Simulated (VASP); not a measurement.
Write the native input for VASP 6.6.1 that does the following.

- Task: single point
- Functional: PBEsol
- Potentials or basis: VASP PAW PBE potentials, release 64 (Co)
- Cutoff: 520 eV
- k mesh: 22 × 22 × 22
- Occupations: fermi-dirac, width 0.05 eV
- Spin: collinear spin, ferromagnetic start
- Starting moments: [1.771] μB
- Dipole correction: no
- Further INCAR settings: ALGO = Normal; EDIFF = 1e-07; NBANDS = 14

The structure of Co lies in POSCAR:

```
Co
1.0
    2.2955871446      0.0000000000      0.0000000000
    0.0000000000      2.2955871446      0.0000000000
    0.0000000000      0.0000000000      2.2955871446
Co
1
Direct
    0.0000000000      0.0000000000      0.0000000000
```

The input as run:

INCAR

```
SYSTEM = Co
  PREC = Accurate
  ENCUT = 520
  EDIFF = 1E-7
  ISMEAR = -1
  SIGMA = 0.05
  LREAL = .False.
  LASPH = .True.
  NELM = 150
  ALGO = Normal
  ISIF = 2
  LWAVE = .False.
  LCHARG = .True.
  ISPIN = 2
  MAGMOM = 1.771
  LORBIT = 11
  LMAXMIX = 4
  GGA = PS
  LELF = .True.
  LVHAR = .True.
  NBANDS = 14
```

KPOINTS

```
Automatic mesh
0
Gamma
  22 22 22
  0 0 0
```

Potentials or basis: VASP PAW PBE potentials, release 64 (Co).

Run with:

```console
$ cat potpaw_PBE.64/Co/POTCAR > POTCAR
$ mpirun -np 1 vasp_std > vasp.out
```

It gave:

```
Pressure                                              : -1.2 GPa
Net moment                                            : 1.74 μB per cell
Site moments                                          : Co +1.74 μB
Valence electrons inside the program's atomic spheres : Co 8.26
```

Caveat: the PAW data sets were made with another functional, which shifts forces and pressure a little.

Wall time 3 min on 1 thread of Intel Xeon 8259CL, with other jobs on the host, peak memory 0.2 GiB.
